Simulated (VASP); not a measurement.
Sb: single point with PBE

Sb:

```
CELL_PARAMETERS angstrom
-1.49235 1.49235 2.45916
1.49235 -1.49235 2.45916
1.49235 1.49235 -2.45916
ATOMIC_POSITIONS crystal
Sb 0.00000 0.00000 0.00000
```

| Quantity | Value |
| --- | --- |
| Program | VASP 6.6.1 |
| Task | single point |
| Functional | PBE |
| Potentials or basis | VASP PAW PBE potentials, release 64 (Sb) |
| Cutoff | 520 eV |
| k mesh | 19 × 19 × 19 |
| Occupations | fermi-dirac, width 0.05 eV |
| Spin | collinear spin, ferromagnetic start |
| Starting moments | [2.0] μB |

```
Pressure                                              : 22.9 GPa
Net moment                                            : 0.00 μB per cell
Valence electrons inside the program's atomic spheres : Sb 2.45
```

Stress tensor (GPa, compression positive):
```
23.87  0.00  0.00
 0.00 23.87  0.00
 0.00  0.00 20.99
```

Levels at points of the mesh, in eV from the Fermi level:
Spin up:
```csv
k point,band 1,band 2,band 3,band 4,band 5,band 6
"(0.00, 0.00, 0.00)",-14.81,6.70,6.94,6.94,10.15,10.37
```
Spin down:
```tsv
k point	band 1	band 2	band 3	band 4	band 5
(0.00, 0.00, 0.00)	-14.81	6.70	6.94	6.94	10.15
```

It took 4 min on 1 thread of Intel Xeon 8259CL, with other jobs on the host, peak memory 0.32 GiB.

Caveat: spin-orbit coupling is left out, which moves the levels of the heavy elements.
